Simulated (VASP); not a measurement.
# KF (Fm-3m) in VASP: notebook

Aim: see how the results for KF move with the level of theory and the settings. Levels: PBE+D4, revPBE. Tasks: single point.

Program: VASP 6.6.1. These are calculated values, not measurements. Logs are shortened: lines on timing, memory, paths and dates and some standing lists are left out, and cuts for length are marked.

## Step 1: The cell of the first run

It takes space group Fm-3m (No. 225, cubic). The conventional cell has a = 5.457 Å, b = 5.457 Å, c = 5.457 Å, α = 90.00°, β = 90.00°, γ = 90.00°. Within 3.6 Å of K (site symmetry m-3m) lie 6 F at 2.73 Å. Within 3.6 Å of F (site symmetry m-3m) lie 6 K at 2.73 Å.

## Step 2: Single point, PBE+D4 (20.31 Å³/atom)

The input, INCAR:

```
  PREC = Accurate
  ENCUT = 520
  EDIFF = 1E-6
  ISMEAR = 0
  SIGMA = 0.05
  LREAL = False
  LASPH = True
  NELM = 100
  ALGO = Normal
  ISIF = 2
  LWAVE = False
  LCHARG = True
  GGA = PE
  IVDW = 13
  LELF = True
  LVHAR = True
  NBANDS = 15
```

The input, KPOINTS:

```
regular mesh
0
Gamma
  8 8 8
```

The input, POSCAR:

```
KF
1.0
    0.0000000000      2.7284417859      2.7284417859
    2.7284417859      0.0000000000      2.7284417859
    2.7284417859      2.7284417859      0.0000000000
K F
1 1
Direct
    0.0000000000      0.0000000000      0.0000000000
    0.5000000000      0.5000000000      0.5000000000
```

Potentials or basis: VASP PAW PBE potentials, release 64 (K_sv, F).

Run with:

```
$ cat potpaw_PBE.64/K_sv/POTCAR potpaw_PBE.64/F/POTCAR > POTCAR
$ mpirun -np 1 vasp_std > vasp.out
```

OUTCAR:

```text
PREC = Accurate
   ENCUT = 520
   EDIFF = 1E-6
   ISMEAR = 0
   LREAL = False
   LASPH = True
   NELM = 100
   ISIF = 2
   GGA = PE
   IVDW = 13

 ion  position               nearest neighbor table
   1  0.000  0.000  0.000-   2 2.73   2 2.73   2 2.73   2 2.73   2 2.73   2 2.73
   2  0.500  0.500  0.500-   1 2.73   1 2.73   1 2.73   1 2.73   1 2.73   1 2.73

  LATTYP: Found a face centered cubic cell.
 ALAT       =     5.4568835718

  Lattice vectors:

 A1 = (   0.0000000000,   2.7284417859,   2.7284417859)
 A2 = (   2.7284417859,   0.0000000000,   2.7284417859)
 A3 = (   2.7284417859,   2.7284417859,   0.0000000000)

Analysis of symmetry for initial positions (statically):
=====================================================================
 Subroutine PRICEL returns:
 Original cell was already a primitive cell.

 Routine SETGRP: Setting up the symmetry group for a
 face centered cubic supercell.

 Subroutine GETGRP returns: Found 48 space group operations
 (whereof 48 operations were pure point group operations)
 out of a pool of 48 trial point group operations.

The static configuration has the point symmetry O_h .

Analysis of symmetry for dynamics (positions and initial velocities):
=====================================================================
 Subroutine PRICEL returns:
 Original cell was already a primitive cell.

 Routine SETGRP: Setting up the symmetry group for a
 face centered cubic supercell.

 Subroutine GETGRP returns: Found 48 space group operations
 (whereof 48 operations were pure point group operations)
 out of a pool of 48 trial point group operations.

The dynamic configuration has the point symmetry O_h .

 Subroutine INISYM returns: Found 48 space group operations
 (whereof 48 operations are pure point group operations),
 and found     1 'primitive' translations

----------------------------------------------------------------------------------------

                                     Primitive cell

  volume of cell :      40.6232

  direct lattice vectors                    reciprocal lattice vectors
     0.000000000  2.728441786  2.728441786    -0.183254780  0.183254780  0.183254780
     2.728441786  0.000000000  2.728441786     0.183254780 -0.183254780  0.183254780
     2.728441786  2.728441786  0.000000000     0.183254780  0.183254780 -0.183254780

  length of vectors
     3.858599378  3.858599378  3.858599378     0.317406590  0.317406590  0.317406590

  position of ions in fractional coordinates (direct lattice)
     0.000000000  0.000000000  0.000000000
     0.500000000  0.500000000  0.500000000

  ion indices of the primitive-cell ions
   primitive index   ion index
                 1           1
                 2           2

----------------------------------------------------------------------------------------

 KPOINTS: regular mesh

Automatic generation of k-mesh.
 Grid dimensions read from file:
 generate k-points for:    8    8    8

 Generating k-lattice:

  Cartesian coordinates                     Fractional coordinates (reciprocal lattice)
    -0.022906848  0.022906848  0.022906848     0.125000000  0.000000000  0.000000000
     0.022906848 -0.022906848  0.022906848     0.000000000  0.125000000  0.000000000
     0.022906848  0.022906848 -0.022906848     0.000000000  0.000000000  0.125000000

  Length of vectors
     0.039675824  0.039675824  0.039675824

  Shift w.r.t. Gamma in fractional coordinates (k-lattice)
     0.000000000  0.000000000  0.000000000

 Subroutine IBZKPT returns following result:
 ===========================================

 Found     29 irreducible k-points:

 Following reciprocal coordinates:
            Coordinates               Weight
  0.000000  0.000000  0.000000      1.000000
  0.125000  0.000000  0.000000      8.000000
  0.250000  0.000000  0.000000      8.000000
  0.375000  0.000000  0.000000      8.000000
  0.500000  0.000000  0.000000      4.000000
  0.125000  0.125000  0.000000      6.000000
[... 16 lines left out ...]
  0.500000  0.250000  0.125000     48.000000
 -0.375000  0.250000  0.125000     24.000000
 [... further k-points ...]
   k-points           NKPTS =     29   k-points in BZ     NKDIM =     29   number of bands    NBANDS=     15
   number of dos      NEDOS =    301   number of ions     NIONS =      2
   total plane-waves  NPLWV =  27000
   dimension x,y,z NGX =    30 NGY =   30 NGZ =   30
   dimension x,y,z NGXF=    60 NGYF=   60 NGZF=   60
   ions per type =               1   1
   NGX,Y,Z   is equivalent  to a cutoff of  12.93, 12.93, 12.93 a.u.
   NGXF,Y,Z  is equivalent  to a cutoff of  25.85, 25.85, 25.85 a.u.
 SYSTEM =  unknown system
   PREC   = accura    normal or accurate (medium, high low for compatibility)
   ISTART =      0    job   : 0-new  1-cont  2-samecut
   ICHARG =      2    charge: 1-file 2-atom 10-const
   ISPIN  =      1    spin polarized calculation?
   LNONCOLLINEAR =      F non collinear calculations
   LSORBIT =      F    spin-orbit coupling
   LASPH  =      T    aspherical Exc in radial PAW
   ENCUT  =  520.0 eV  38.22 Ry    6.18 a.u.   7.17  7.17  7.17*2*pi/ulx,y,z
   NELM   =    100;   NELMIN=  2; NELMDL= -5     # of ELM steps
   EDIFF  = 0.1E-05   stopping-criterion for ELM
   LREAL  =      F    real-space projection
   EDIFFG = 0.1E-04   stopping-criterion for IOM
   NSW    =      0    number of steps for IOM
   IBRION =     -1    ionic relax: 0-MD 1-quasi-New 2-CG
   NFREE  =      0    steps in history (QN), initial steepest desc. (CG)
   ISIF   =      2    stress and relaxation
   ISYM   =      2    0-nonsym 1-usesym 2-fastsym
   POTIM  = 0.5000    time-step for ionic-motion
   TEBEG  =    0.0;   TEEND  =   0.0 temperature during run
   PSTRESS=    0.0 pullay stress
   NELECT =      16.0000    total number of electrons
   NUPDOWN=      -1.0000    fix difference up-down
   EMIN   =  10.00;   EMAX   =-10.00  energy-range for DOS
   EFERMI =   0.00;   METHOD = LEGACY
   ISMEAR =     0;   SIGMA  =   0.05  broadening in eV -4-tet -1-fermi 0-gaus
   EFERMI_NEDOS =   21; number of points for ismear=-14 and -15
   IALGO  =     38    algorithm
   IMIX   =      4    mixing-type and parameters
     AMIX     =   0.40;   BMIX     =  1.00
     AMIX_MAG =   1.60;   BMIX_MAG =  1.00
  volume/ion in A,a.u.               =      20.31       137.07
  Fermi-wavevector in a.u.,A,eV,Ry     =   1.200025  2.267718 19.593191  1.440059
  Thomas-Fermi vector in A             =   2.335872
   LORBIT       =      0    0 simple, 1 ext, 2 COOP (PROOUT), +10 PAW based schemes
   GGA     = PE    functional components
   LHFCALC =     F    Hartree Fock is set to
   AEXX    =    0.0000 exact exchange contribution
   IVDW    =    13    specifies the selected vdW correction
   LEPSILON=     F    determine dielectric tensor
   LRPA    =     F    only Hartree local field effects (RPA)
 non-spin polarized calculation
 Gauss-broadening in eV      SIGMA  =   0.05
  energy-cutoff  :      520.00
  volume of cell :       40.62
 maximum number of plane-waves:      1108
 NGX is ok and might be reduce to    30
   NGX = 15   NGY = 15   NGZ = 15

 number of electron      15.9999993 magnetization

 Free energy of the ion-electron system (eV)
  ---------------------------------------------------
  ext. energy  EPLUGINS =         0.00000000
  ---------------------------------------------------
  free energy    TOTEN  =        -8.29888560 eV

  energy without entropy =       -8.29888560  energy(sigma->0) =       -8.29888560

 E-fermi :  -2.7009     XC(G=0):  -8.1229

 val. band max:       -2.9627728092   @ k =   0.0000   0.0000   0.0000
 cond. band min:       2.8851486711   @ k =   0.0000   0.0000   0.0000
 fundamental gap:      5.8479214803
 Fermi energy:        -2.7009130661

 k-point     1 :       0.0000    0.0000    0.0000
  band No.  band energies     occupation
      1     -29.2813      2.00000
      2     -21.5855      2.00000
      3     -12.5728      2.00000
      4     -12.5728      2.00000
      5     -12.5728      2.00000
      6      -2.9628      2.00000
      7      -2.9628      2.00000
      8      -2.9628      2.00000
      9       2.8851      0.00000
     10       7.5370      0.00000
     11       7.5370      0.00000
     12       7.5370      0.00000
     13       9.1272      0.00000
     14       9.1272      0.00000
     15      13.5586      0.00000

 k-point     2 :       0.1250    0.0000    0.0000
  band No.  band energies     occupation
      1     -29.2712      2.00000
      2     -21.5944      2.00000
      3     -12.6085      2.00000
      4     -12.5778      2.00000
      5     -12.5778      2.00000
      6      -3.0908      2.00000
      7      -3.0079      2.00000
      8      -3.0079      2.00000
      9       3.2951      0.00000
     10       7.2916      0.00000
     11       7.7330      0.00000
     12       7.7330      0.00000
     13       9.2530      0.00000
     14       9.2530      0.00000
     15      14.2616      0.00000

 k-point     3 :       0.2500    0.0000    0.0000
  band No.  band energies     occupation
      1     -29.2465      2.00000
      2     -21.6155      2.00000
      3     -12.6938      2.00000
      4     -12.5895      2.00000
      5     -12.5895      2.00000
      6      -3.3627      2.00000
      7      -3.1148      2.00000
      8      -3.1148      2.00000
      9       4.3311      0.00000
     10       6.9287      0.00000
     11       8.2137      0.00000
     12       8.2137      0.00000
     13       9.6556      0.00000
     14       9.6556      0.00000
     15      15.0743      0.00000
[... 343 lines left out ...]
 k-point    23 :       0.5000    0.2500    0.1250
  band No.  band energies     occupation
      1     -29.2102      2.00000
      2     -21.6242      2.00000
      3     -12.8062      2.00000
      4     -12.7366      2.00000
      5     -12.6292      2.00000
      6      -3.4831      2.00000
      7      -3.2243      2.00000
      8      -3.1188      2.00000
      9       5.9231      0.00000
     10       6.4492      0.00000
     11       8.4613      0.00000
     12       9.2933      0.00000
     13      10.1533      0.00000
     14      11.0634      0.00000
     15      12.5757      0.00000

 k-point    24 :      -0.3750    0.2500    0.1250
  band No.  band energies     occupation
      1     -29.2022      2.00000
      2     -21.6276      2.00000
      3     -12.8425      2.00000
      4     -12.7497      2.00000
      5     -12.6366      2.00000
      6      -3.4894      2.00000
      7      -3.2129      2.00000
      8      -3.2014      2.00000
      9       6.1816      0.00000
     10       6.8181      0.00000
     11       8.3631      0.00000
     12       9.4235      0.00000
     13      10.5966      0.00000
     14      11.5564      0.00000
     15      11.6744      0.00000

 [... further k-points ...]

------------------------ aborting loop because EDIFF is reached ----------------------------------------

  DFT-D4 for vdW energy calculation

  Edisp (eV):   -0.13318

  FORCE on cell =-STRESS in cart. coord.  units (eV):
  Direction    XX          YY          ZZ          XY          YZ          ZX
  --------------------------------------------------------------------------------------
  -------------------------------------------------------------------------------------
  Total      -0.27320    -0.27320    -0.27320     0.00000     0.00000     0.00000
  in kB     -10.77514   -10.77514   -10.77514     0.00000     0.00000     0.00000
  external pressure =      -10.78 kB  Pullay stress =        0.00 kB

 VOLUME and BASIS-vectors are now :
 -----------------------------------------------------------------------------
  energy-cutoff  :      520.00
  volume of cell :       40.62
      direct lattice vectors                 reciprocal lattice vectors
     0.000000000  2.728441786  2.728441786    -0.183254780  0.183254780  0.183254780
     2.728441786  0.000000000  2.728441786     0.183254780 -0.183254780  0.183254780
     2.728441786  2.728441786  0.000000000     0.183254780  0.183254780 -0.183254780

 POSITION                                       TOTAL-FORCE (eV/Angst)
 -----------------------------------------------------------------------------------
      0.00000      0.00000      0.00000        -0.000000     -0.000000      0.000000
      2.72844      2.72844      2.72844         0.000000      0.000000     -0.000000
 -----------------------------------------------------------------------------------
    total drift:                                0.000000      0.000000      0.000000

  FREE ENERGIE OF THE ION-ELECTRON SYSTEM (eV)
  ---------------------------------------------------
  free  energy   TOTEN  =        -8.4320700523 eV

  energy  without entropy=       -8.4320700523  energy(sigma->0) =       -8.43207005
```

It took 42 s on 1 thread of Intel Xeon 8259CL, shared host; peak memory 0.17 GiB.

Results:

```yaml
Free_energy: -8.4321 eV
Pressure: -1.1 GPa
Band_gap_on_the_k_mesh: 5.85 eV
Dispersion_energy_per_atom: -0.067 eV
```

A k mesh can miss the band edges. PBE gaps usually lie below the measured ones, often by a third to a half.

## Step 3: Single point, revPBE (21.00 Å³/atom)

This run uses another cell than the first one, of 21.00 Å³/atom.

The input, INCAR:

```
SYSTEM = KF
  PREC = Accurate
  ENCUT = 520
  EDIFF = 1E-6
  ISMEAR = 0
  SIGMA = 0.05
  LREAL = .FALSE.
  LASPH = .TRUE.
  NELM = 60
  ALGO = Normal
  ISIF = 2
  LWAVE = .FALSE.
  LCHARG = .FALSE.
  GGA = RE
  NBANDS = 15
```

The input, KPOINTS:

```
Automatic mesh
0
G
  8 8 8
  0 0 0
```

The input, POSCAR:

```
KF
1.0
    0.0000000000      2.7590483470      2.7590483470
    2.7590483470      0.0000000000      2.7590483470
    2.7590483470      2.7590483470      0.0000000000
K F
1 1
Direct
    0.0000000000      0.0000000000      0.0000000000
    0.5000000000      0.5000000000      0.5000000000
```

Potentials or basis: VASP PAW PBE potentials, release 64 (K_sv, F).

Run with:

```
$ cat potpaw_PBE.64/K_sv/POTCAR potpaw_PBE.64/F/POTCAR > POTCAR
$ mpirun -np 1 vasp_std > vasp.out
```

It took 43 s on 1 thread of Intel Xeon 8259CL, shared host; peak memory 0.17 GiB.

Results (log left out):

```
Free energy            : -7.9195 eV
Pressure               : 0.5 GPa
Band gap on the k mesh : 5.99 eV
```

Levels at points of the mesh, in eV from the valence-band top:
```tsv
k point	band 6	band 7	band 8	band 9	band 10	band 11
(0.00, 0.00, 0.00)	0.00	0.00	0.00	5.99	10.50	10.50
(0.50, 0.00, 0.00)	-0.66	-0.27	-0.27	8.89	10.22	11.67
(0.50, 0.50, 0.00)	-0.24	-0.07	-0.07	8.32	9.91	11.39
```

Caveat: the PAW data sets were made with another functional, which shifts forces and pressure a little. A k mesh can miss the band edges.
